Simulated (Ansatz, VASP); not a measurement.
**B in VASP and in Ansatz**

Contents of INCAR:

```
PREC = Accurate
ENCUT = 600
EDIFF = 1E-7
ISMEAR = 0
SIGMA = 0.1
LREAL = False
LASPH = True
NELM = 80
ALGO = Fast
ISIF = 3
LWAVE = False
LCHARG = False
GGA = PE
IBRION = 2
NSW = 100
EDIFFG = -0.01
```

The input KPOINTS:

```
Automatic mesh
0
Gamma
  12 12 10
```

POSCAR

```
B
1.0
    3.1404889935      0.0000000000      0.0000000000
   -0.0621296294      3.2365011335      0.0000000000
   -0.2353397149     -0.7412676453      4.3325393447
B
6
Direct
    0.7461533301      0.9061982908      0.4506409616
    0.7496129691      0.6207271054      0.0701534911
    0.2538466699      0.0938017092      0.5493590384
    0.2503870309      0.3792728946      0.9298465089
    0.0384467740      0.8340567960      0.8076639212
    0.9615532260      0.1659432040      0.1923360788
```

Input for Ansatz:

```yaml
crystal:
  lattice:
    - [3.1404889935, 0.0, 0.0]
    - [-0.0621296294, 3.2365011335, 0.0]
    - [-0.2353397149, -0.7412676453, 4.3325393447]
  atoms:
    - { symbol: B, position: [0.7461533301, 0.9061982908, 0.4506409616] }
    - { symbol: B, position: [0.7496129691, 0.6207271054, 0.0701534911] }
    - { symbol: B, position: [0.2538466699, 0.0938017092, 0.5493590384] }
    - { symbol: B, position: [0.2503870309, 0.3792728946, 0.9298465089] }
    - { symbol: B, position: [0.038446774, 0.834056796, 0.8076639212] }
    - { symbol: B, position: [0.961553226, 0.165943204, 0.1923360788] }
basis:
  ecutwfc: 420
kpoints:
  mp_grid: { grid: [12, 12, 10] }
hamiltonian:
  xc: pbe
scf:
  occupations: { method: gaussian, width: 0.1 }
output:
  forces: true
  stress: true
  eigenvalues: true
  write_density: true
  write_potential: true
  elf: true
  volumetric_format: npy
relax:
  adjacent_minimum: "off"
  f_tol: 0.01
  max_steps: 80
  cell: { stress_tol: 0.05 }
```

Change from the starting cell: the structure that the rattled cell fell into.

Alike in both runs: task relaxation of cell and atoms; functional PBE; k mesh 12 × 12 × 10; occupations gaussian, width 0.1 eV; no spin polarisation.

```csv
,VASP,Ansatz
version,VASP 6.6.1,Ansatz 0.2.0
potentials or method,"VASP PAW PBE potentials, release 64 (B), cutoff 600 eV","scalar-relativistic, plane waves, PAW"
valence electrons in the cell,18,18
```

|  | VASP | Ansatz | Ansatz less VASP |
| --- | --- | --- | --- |
| gap on the k mesh at the Fermi level, each at its own relaxed structure (eV) | none | none | - |
| relaxed volume (Å³/atom) | 7.34 | 7.34 | +0.003 |
| relaxed length of the cell vector where the two differ most in proportion (Å) | 3.238 | 3.238 | +0.0006 |

A gap of «none» marks a metal or a gap that the smearing closes.
